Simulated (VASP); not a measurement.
Wanted: the native input for a VASP 6.6.1 run.

```
Task                   : single point
Functional             : PBE
Dispersion             : D3(BJ)
Potentials or basis    : VASP PAW PBE potentials, release 64 (Si, C)
Cutoff                 : 520 eV
k mesh                 : 2 × 2 × 2
Occupations            : gaussian, width 0.02 eV
Spin                   : collinear spin, ferromagnetic start
Starting moments       : [0.0, 0.0, 0.0, 0.0, 0.0, 0.0, 0.0, 0.0, 0.0, 0.0, 0.0, 0.0, 0.0, 0.0, 0.0, 0.0, 1.0] μB
Dipole correction      : no
Further INCAR settings : LREAL = Auto; ALGO = Normal; EDIFF = 1e-06; NBANDS = 52
```

The structure of Si16C (a cell with a defect) lies in POSCAR:

```
Si16C
1.0
    0.0000000000      5.4300000000      5.4300000000
    5.4300000000      0.0000000000      5.4300000000
    5.4300000000      5.4300000000      0.0000000000
Si C
16 1
Direct
    0.0173488575     -0.0276224911     -0.0071606458
    0.1342238929      0.1087567815      0.1131686573
    0.0073170923      0.0015780984      0.4860616110
    0.1317968354      0.1175991198      0.6189659496
   -0.0042665255      0.4770009677     -0.0179716793
    0.1492514879      0.5975899292      0.1045887135
    0.0143901980      0.4921480925      0.4794042676
    0.1161263963      0.6285244015      0.6151291270
    0.5020904006      0.0024941820     -0.0071716974
    0.6437248985      0.1083891519      0.1131039145
    0.5051747661      0.0015009277      0.4859767742
    0.6346554057      0.1128668667      0.6178002530
    0.5455925878      0.4767397578     -0.0182960240
    0.5672595448      0.6555434204      0.2113241976
    0.4759575264      0.4793562412      0.5687744772
    0.6405335737      0.6285075521      0.6148416874
    0.7284826616      0.4659922006      0.0771433166
```

The input as run:

INCAR

```
PREC = Accurate
ENCUT = 520
EDIFF = 1E-6
ISMEAR = 0
SIGMA = 0.02
LREAL = Auto
LASPH = True
NELM = 150
ALGO = Normal
ISIF = 2
LWAVE = False
LCHARG = False
ISPIN = 2
MAGMOM = 0 0 0 0 0 0 0 0 0 0 0 0 0 0 0 0 1
LORBIT = 11
GGA = PE
IVDW = 12
NBANDS = 52
```

KPOINTS

```
regular mesh
0
Gamma
  2 2 2
```

Potentials or basis: VASP PAW PBE potentials, release 64 (Si, C).

The run is started by

```bash
$ cat potpaw_PBE.64/Si/POTCAR potpaw_PBE.64/C/POTCAR > POTCAR
$ mpirun -np 1 vasp_std > vasp.out
```

It gave:

The pressure is 1.5 GPa and the largest force is 0.036 eV/Å. The band gap on the k mesh is zero (filled and empty bands overlap) and the net moment is 0.00 μB per cell. The valence electrons inside the program's atomic spheres are Si 1.70, 1.71, 1.67, 1.65, 1.69, 1.73; C 2.48 and the dispersion energy per atom is -0.314 eV.

Caveat: the k points lie up to 0.50 Å⁻¹ apart.

Wall time 11 min on 1 thread of Oxide Virtual Turin-like Processor (shared host), peak memory 0.68 GiB.
